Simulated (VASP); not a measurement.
The system is Fe.

```xyz
3
Lattice="3.3232 0.0000 0.0000 0.0000 3.3232 0.0000 0.0000 0.0000 3.3232" Properties=species:S:1:pos:R:3 pbc="T T T"
Fe    0.0000    0.0000    1.6616
Fe    0.0000    1.6616    0.0000
Fe    1.6616    0.0000    0.0000
```

The cell was generated, and may not be a known phase.

| Property | Result |
| --- | --- |
| Program | VASP 6.6.1 |
| Task | relaxation of cell and atoms |
| Functional | PBE |
| Potentials or basis | VASP PAW PBE potentials, release 64 (Fe) |
| Cutoff | 600 eV |
| k mesh | 6 × 6 × 6 |
| Occupations | gaussian, width 0.1 eV |
| Spin | collinear spin, ferromagnetic start |
| Starting moments | [4.0, 4.0, 4.0] μB |

At the start: pressure 11.8 GPa; volume 12.23 Å³/atom.

Where does the relaxation end?

Over 3 steps the energy falls by 29.6 meV/atom and the volume is 13.12 Å³/atom (+7.3 %); space group Pm-3m (No. 221, to 0.1 Å) before and after; moment 5.76 μB per cell.

The path:
```tsv
step	energy change (eV)	largest force (eV/Å)	pressure (GPa)	volume (Å³)
1	0.0000	0.0000	11.77	36.70
2	-0.0426	0.0000	-5.77	41.68
3	-0.0888	0.0000	0.13	39.37
```

Final structure:
```
Fe
1.0
     3.40195    0.00000    0.00000
     0.00000    3.40195    0.00000
     0.00000    0.00000    3.40195
Fe
3
Direct
  0.00000 0.00000 0.50000
  0.00000 0.50000 0.00000
  0.50000 0.00000 0.00000
```
